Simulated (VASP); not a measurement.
# Re (P6_3/mmc) in VASP: further runs

The runs below take Re through relaxation of cell and atoms, single point, with LDA.

All numbers are computed with VASP 6.6.1; they aren't measurements. Logs are shortened: lines on timing, memory, paths and dates and some standing lists are left out, and cuts for length are marked.

### Step 1. The cell of the first run

It takes space group P6_3/mmc (No. 194, hexagonal). Conventional cell: a = 2.750 Å, b = 2.750 Å, c = 4.491 Å, α = 90.00°, β = 90.00°, γ = 120.00°. Within 3.6 Å of Re (site symmetry -6m2) lie 12 Re at 2.75 Å.

### Step 2. Relaxation of cell and atoms, LDA, target pressure 20 GPa, at which the enthalpy is minimised

Contents of INCAR:

```
SYSTEM = Re
PREC     = Accurate       ! precision mode
ENCUT    = 600            ! plane-wave cutoff, eV
EDIFF    = 1E-7           ! SCF threshold, eV
ISMEAR   = -1             ! smearing method
SIGMA    = 0.1            ! smearing width, eV
LREAL    = .FALSE.        ! projectors in reciprocal space
LASPH    = .TRUE.         ! aspherical terms in the spheres
NELM     = 80             ! most SCF steps
ALGO     = Normal         ! electronic algorithm
ISIF     = 3              ! what is computed and relaxed
LWAVE    = .FALSE.        ! write WAVECAR
LCHARG   = .FALSE.        ! write CHGCAR
GGA      = CA             ! functional
IBRION   = 2              ! ionic algorithm
NSW      = 60             ! ionic steps
EDIFFG   = -0.02          ! ionic threshold
PSTRESS  = 200.0
```

Contents of KPOINTS:

```
regular mesh
0
G
  9 9 5
  0 0 0
```

Contents of POSCAR:

```
Re
1.0
    2.7500000000      0.0000000000      0.0000000000
   -1.3750000000      2.3815698604      0.0000000000
    0.0000000000      0.0000000000      4.4907500000
Re
2
Direct
    0.3333333333      0.6666666667      0.2500000000
    0.6666666667      0.3333333333      0.7500000000
```

Potentials or basis: VASP PAW LDA potentials, release 64 (Re).

Run with:

```
$ cat potpaw_LDA.64/Re/POTCAR > POTCAR
$ mpirun -np 1 vasp_std > vasp.out
```

OUTCAR:

```text
SYSTEM = Re
   PREC = Accurate
   ENCUT = 600
   EDIFF = 1E-7
   ISMEAR = -1
   LREAL = .FALSE.
   LASPH = .TRUE.
   NELM = 80
   ISIF = 3
   GGA = CA
   IBRION = 2
   NSW = 60
   EDIFFG = -0.02
   PSTRESS = 200.0

 ion  position               nearest neighbor table
   1  0.333  0.667  0.250-   2 2.75   2 2.75   2 2.75   2 2.75   2 2.75   2 2.75
   2  0.667  0.333  0.750-   1 2.75   1 2.75   1 2.75   1 2.75   1 2.75   1 2.75

  LATTYP: Found a hexagonal cell.
 ALAT       =     2.7500000000
 C/A-ratio  =     1.6330000000

  Lattice vectors:

 A1 = (   2.7500000000,   0.0000000000,   0.0000000000)
 A2 = (  -1.3750000000,   2.3815698604,   0.0000000000)
 A3 = (   0.0000000000,   0.0000000000,   4.4907500000)

Analysis of symmetry for initial positions (statically):
=====================================================================
 Subroutine PRICEL returns:
 Original cell was already a primitive cell.

 Routine SETGRP: Setting up the symmetry group for a
 hexagonal supercell.

 Subroutine GETGRP returns: Found 24 space group operations
 (whereof 12 operations were pure point group operations)
 out of a pool of 24 trial point group operations.

The static configuration has the point symmetry D_3d.
 The point group associated with its full space group is D_6h.

Analysis of symmetry for dynamics (positions and initial velocities):
=====================================================================
 Subroutine PRICEL returns:
 Original cell was already a primitive cell.

 Routine SETGRP: Setting up the symmetry group for a
 hexagonal supercell.

 Subroutine GETGRP returns: Found 24 space group operations
 (whereof 12 operations were pure point group operations)
 out of a pool of 24 trial point group operations.

The dynamic configuration has the point symmetry D_3d.
 The point group associated with its full space group is D_6h.

 Subroutine INISYM returns: Found 24 space group operations
 (whereof 12 operations are pure point group operations),
 and found     1 'primitive' translations

----------------------------------------------------------------------------------------

                                     Primitive cell

  volume of cell :      29.4113

  direct lattice vectors                    reciprocal lattice vectors
     2.750000000  0.000000000  0.000000000     0.363636364  0.209945552  0.000000000
    -1.375000000  2.381569860  0.000000000     0.000000000  0.419891105  0.000000000
     0.000000000  0.000000000  4.490750000     0.000000000  0.000000000  0.222679953

  length of vectors
     2.750000000  2.750000000  4.490750000     0.419891105  0.419891105  0.222679953

  position of ions in fractional coordinates (direct lattice)
     0.333333333  0.666666667  0.250000000
     0.666666667  0.333333333  0.750000000

  ion indices of the primitive-cell ions
   primitive index   ion index
                 1           1
                 2           2

----------------------------------------------------------------------------------------

 KPOINTS: regular mesh

Automatic generation of k-mesh.
 Grid dimensions read from file:
 generate k-points for:    9    9    5

 Generating k-lattice:

  Cartesian coordinates                     Fractional coordinates (reciprocal lattice)
     0.040404040  0.023327284  0.000000000     0.111111111  0.000000000  0.000000000
     0.000000000  0.046654567  0.000000000     0.000000000  0.111111111  0.000000000
     0.000000000  0.000000000  0.044535991     0.000000000  0.000000000  0.200000000

  Length of vectors
     0.046654567  0.046654567  0.044535991

  Shift w.r.t. Gamma in fractional coordinates (k-lattice)
     0.000000000  0.000000000  0.000000000

 Subroutine IBZKPT returns following result:
 ===========================================

 Found     36 irreducible k-points:

 Following reciprocal coordinates:
            Coordinates               Weight
  0.000000  0.000000  0.000000      1.000000
  0.111111  0.000000  0.000000      6.000000
  0.222222  0.000000  0.000000      6.000000
  0.333333  0.000000  0.000000      6.000000
  0.444444  0.000000  0.000000      6.000000
  0.111111  0.111111  0.000000      6.000000
[... 16 lines left out ...]
  0.333333  0.222222  0.200000     24.000000
  0.333333  0.333333  0.200000      4.000000
 [... further k-points ...]
   k-points           NKPTS =     36   k-points in BZ     NKDIM =     36   number of bands    NBANDS=     11
   number of dos      NEDOS =    301   number of ions     NIONS =      2
   total plane-waves  NPLWV =  20736
   dimension x,y,z NGX =    24 NGY =   24 NGZ =   36
   dimension x,y,z NGXF=    48 NGYF=   48 NGZF=   72
   ions per type =               2
   NGX,Y,Z   is equivalent  to a cutoff of  14.51, 14.51, 13.33 a.u.
   NGXF,Y,Z  is equivalent  to a cutoff of  29.02, 29.02, 26.65 a.u.
 SYSTEM =  Re
   PREC   = accura    normal or accurate (medium, high low for compatibility)
   ISTART =      0    job   : 0-new  1-cont  2-samecut
   ICHARG =      2    charge: 1-file 2-atom 10-const
   ISPIN  =      1    spin polarized calculation?
   LNONCOLLINEAR =      F non collinear calculations
   LSORBIT =      F    spin-orbit coupling
   LASPH  =      T    aspherical Exc in radial PAW
   ENCUT  =  600.0 eV  44.10 Ry    6.64 a.u.   5.49  5.49  8.97*2*pi/ulx,y,z
   NELM   =     80;   NELMIN=  2; NELMDL= -5     # of ELM steps
   EDIFF  = 0.1E-06   stopping-criterion for ELM
   LREAL  =      F    real-space projection
   EDIFFG = -.2E-01   stopping-criterion for IOM
   NSW    =     60    number of steps for IOM
   IBRION =      2    ionic relax: 0-MD 1-quasi-New 2-CG
   NFREE  =      1    steps in history (QN), initial steepest desc. (CG)
   ISIF   =      3    stress and relaxation
   ISYM   =      2    0-nonsym 1-usesym 2-fastsym
   POTIM  = 0.5000    time-step for ionic-motion
   TEBEG  =    0.0;   TEEND  =   0.0 temperature during run
   PSTRESS=  200.0 pullay stress
   NELECT =      14.0000    total number of electrons
   NUPDOWN=      -1.0000    fix difference up-down
   EMIN   =  10.00;   EMAX   =-10.00  energy-range for DOS
   EFERMI =   0.00;   METHOD = LEGACY
   ISMEAR =    -1;   SIGMA  =   0.10  broadening in eV -4-tet -1-fermi 0-gaus
   EFERMI_NEDOS =   21; number of points for ismear=-14 and -15
   IALGO  =     38    algorithm
   IMIX   =      4    mixing-type and parameters
     AMIX     =   0.40;   BMIX     =  1.00
     AMIX_MAG =   1.60;   BMIX_MAG =  1.00
  volume/ion in A,a.u.               =      14.71        99.24
  Fermi-wavevector in a.u.,A,eV,Ry     =   1.278240  2.415524 22.230539  1.633899
  Thomas-Fermi vector in A             =   2.410794
   LORBIT       =      0    0 simple, 1 ext, 2 COOP (PROOUT), +10 PAW based schemes
   GGA     = CA    functional components
   LHFCALC =     F    Hartree Fock is set to
   AEXX    =    0.0000 exact exchange contribution
   IVDW    =     0    specifies the selected vdW correction
   LEPSILON=     F    determine dielectric tensor
   LRPA    =     F    only Hartree local field effects (RPA)
 conjugate gradient relaxation of ions
 non-spin polarized calculation
  energy-cutoff  :      600.00
  volume of cell :       29.41
 maximum number of plane-waves:      1005
 NGX is ok and might be reduce to    24
   NGX = 11   NGY = 11   NGZ = 17

--------------------------------------- Ionic step        1  -------------------------------------------

 number of electron      14.0000000 magnetization

 Free energy of the ion-electron system (eV)
  ---------------------------------------------------
  ext. energy  EPLUGINS =         0.00000000
  ---------------------------------------------------
  free energy    TOTEN  =       -27.53235048 eV

  energy without entropy =      -27.47554109  energy(sigma->0) =      -27.50394578

------------------------ aborting loop because EDIFF is reached ----------------------------------------

  FORCE on cell =-STRESS in cart. coord.  units (eV):
  Direction    XX          YY          ZZ          XY          YZ          ZX
  --------------------------------------------------------------------------------------
  -------------------------------------------------------------------------------------
  Total       -1.0021914     -1.0021914     -2.5391493     -0.0000000      0.0000000      0.0000000
  in kB      -54.5941822    -54.5941822   -138.3196649     -0.0000000      0.0000000      0.0000000
  external PRESSURE =    -282.5026764 kB  Pullay stress =     200.0000000 kB
[... 23 lines left out ...]
  enthalpy is  TOTEN    =       -23.8609284311 eV   P V=        3.6714220440

--------------------------------------- Ionic step        2  -------------------------------------------

 number of electron      14.0000000 magnetization

 E-fermi :  14.1352     XC(G=0): -16.1005

 val. band max:       14.0148955365   @ k =   0.2222   0.0000   0.2000
 cond. band min:      14.1585898762   @ k =   0.3333   0.3333   0.0000
 fundamental gap:      0.1436943397
 Fermi energy:        14.1351660961

 k-point     1 :       0.0000    0.0000    0.0000
  band No.  band energies     occupation
      1       1.5595      2.00000
      2       3.5283      2.00000
      3      10.5288      2.00000
      4      10.5288      2.00000
      5      11.3414      2.00000
      6      12.2776      2.00000
      7      12.2776      2.00000
      8      13.3102      1.99948
      9      13.3102      1.99948
     10      17.1861      0.00000
     11      19.1403      0.00000
[... 509 lines left out ...]
  enthalpy is  TOTEN    =       -24.0374878795 eV   P V=        3.4412979615

--------------------------------------- Ionic step        7  -------------------------------------------

 number of electron      14.0000001 magnetization

 Free energy of the ion-electron system (eV)
  ---------------------------------------------------
  ext. energy  EPLUGINS =         0.00000000
  ---------------------------------------------------
  free energy    TOTEN  =       -27.48183061 eV

  energy without entropy =      -27.43062423  energy(sigma->0) =      -27.45622742

 E-fermi :   8.6984     XC(G=0): -14.1996

 val. band max:        8.6173918041   @ k =   0.3333   0.2222   0.4000
 cond. band min:       8.7021152683   @ k =   0.3333   0.3333   0.0000
 fundamental gap:      0.0847234643
 Fermi energy:         8.6984045777

 k-point     1 :       0.0000    0.0000    0.0000
  band No.  band energies     occupation
      1      -1.5398      2.00000
      2       1.5984      2.00000
      3       6.9056      2.00000
      4       6.9056      2.00000
      5       6.9803      2.00000
      6       7.8507      1.99958
      7       7.8507      1.99958
      8       8.8188      0.46168
      9       8.8188      0.46168
     10       9.6682      0.00012
     11      12.3595      0.00000
[... 351 lines left out ...]
  FREE ENERGIE OF THE ION-ELECTRON SYSTEM (eV)
  ---------------------------------------------------
  free  energy   TOTEN  =       -27.4818306076 eV

  energy  without entropy=      -27.4306242277  energy(sigma->0) =      -27.45622742

  enthalpy is  TOTEN    =       -24.0427740848 eV   P V=        3.4390565228

 reached required accuracy - stopping structural energy minimisation
```

Run time: 82 s. Hardware: 1 thread of Intel Xeon Platinum 8124M at 3.00GHz (Skylake/Cascade Lake), shared host; peak memory 0.15 GiB.

What came out:

```yaml
Free_energy: -27.4818 eV
Relaxed_volume: 13.77 Å³/atom
Relaxed_cell: a = 2.705 Å, b = 2.705 Å, c = 4.348 Å, α = 90.00°, β = 90.00°, γ = 120.00°
Space_group_after_relaxing_to_0.05_Å: P6_3/mmc (No. 194)
Energy_change_on_relaxing_the_enthalpy_is_what_falls: +25.3 meV/atom
Ionic_steps: 7
Pressure_after_relaxing: 20.1 GPa
Band_gap_on_the_k_mesh: zero (band 7 reaches 10.07 eV, above the bottom of band 8 at 6.97 eV)
```

Step by step:
```
step  energy change (eV)  largest force (eV/Å)  pressure (GPa)  volume (Å³)
   1              0.0000                0.0000           -8.25        29.41
   2              7.2497                0.0000          351.73        19.69
   3              0.0205                0.0000           14.62        27.86
   4              0.0425                0.0000           18.42        27.65
   5              0.0556                0.0000           20.41        27.53
   6              0.0536                0.0000           19.93        27.57
   7              0.0505                0.0000           20.13        27.55
```

Final structure:
```
Re
1.0
     2.70480    0.00000    0.00000
    -1.35240    2.34242    0.00000
     0.00000    0.00000    4.34831
Re
2
Direct
  0.33333 0.66667 0.25000
  0.66667 0.33333 0.75000
```

Levels at points of the mesh, in eV from the Fermi level:
```
           k point  band 3  band 4  band 5  band 6  band 7  band 8  band 9  band 10  band 11
(0.00, 0.00, 0.00)   -1.79   -1.79   -1.72   -0.85   -0.85    0.12    0.12     0.97     3.66
```

Caveat: the cell is relaxed towards a set pressure, so the enthalpy falls and the energy may rise; spin-orbit coupling is left out, which moves the levels of the heavy elements.

### Step 3. Relaxation of cell and atoms, LDA, target pressure 40 GPa, at which the enthalpy is minimised

Contents of INCAR:

```
SYSTEM = Re
  PREC = Accurate
  ENCUT = 600
  EDIFF = 1E-6
  ISMEAR = -1
  SIGMA = 0.1
  LREAL = .FALSE.
  LASPH = .TRUE.
  NELM = 60
  ALGO = Normal
  ISIF = 3
  LWAVE = .FALSE.
  LCHARG = .FALSE.
  IBRION = 2
  NSW = 60
  EDIFFG = -0.02
  PSTRESS = 400.0
```

Contents of KPOINTS:

```
Automatic mesh
0
G
  9 9 5
  0 0 0
```

POSCAR is that of step 2.

Potentials or basis: VASP PAW LDA potentials, release 64 (Re).

Run with:

```
$ cat potpaw_LDA.64/Re/POTCAR > POTCAR
$ mpirun -np 1 vasp_std > vasp.out
```

It took 96 s on 1 thread of Intel Xeon Platinum 8124M at 3.00GHz (Skylake/Cascade Lake), shared host; peak memory 0.16 GiB.

Results (log left out):

```yaml
Free_energy: -27.2968 eV
Relaxed_volume: 13.28 Å³/atom
Relaxed_cell: a = 2.671 Å, b = 2.671 Å, c = 4.296 Å, α = 90.00°, β = 90.00°, γ = 120.00°
Space_group_after_relaxing_to_0.05_Å: P6_3/mmc (No. 194)
Energy_change_on_relaxing_the_enthalpy_is_what_falls: +117.8 meV/atom
Ionic_steps: 10
Pressure_after_relaxing: 40.0 GPa
Band_gap_on_the_k_mesh: zero (band 7 reaches 10.62 eV, above the bottom of band 8 at 7.36 eV)
```

The path:
```csv
step,energy change (eV),largest force (eV/Å),pressure (GPa),volume (Å³)
1,0.0000,0.0000,-8.25,29.41
2,30.4332,0.0000,1185.53,14.29
3,0.0695,0.0000,22.09,27.44
4,0.1469,0.0000,31.19,26.97
5,0.2452,0.0000,40.52,26.53
6,0.2314,0.0000,39.32,26.58
7,0.2326,0.0000,39.24,26.59
8,0.2265,0.0000,39.20,26.59
9,0.2749,0.0000,43.34,26.40
10,0.2356,0.0000,40.01,26.55
```

Final structure:
```xyz
2
Lattice="2.6715 0.0000 0.0000 -1.3357 2.3136 0.0000 0.0000 0.0000 4.2962" Properties=species:S:1:pos:R:3 pbc="T T T"
Re    0.0000    1.5424    1.0741
Re    1.3357    0.7712    3.2222
```

Levels at points of the mesh, in eV from the Fermi level:
```
           k point  band 3  band 4  band 5  band 6  band 7  band 8  band 9  band 10  band 11
(0.00, 0.00, 0.00)   -1.92   -1.92   -1.85   -0.92   -0.92    0.10    0.10     1.07     3.83
```

Caveat: the cell is relaxed towards a set pressure, so the enthalpy falls and the energy may rise; spin-orbit coupling is left out, which moves the levels of the heavy elements.

(Continued in part 2 of 2.)
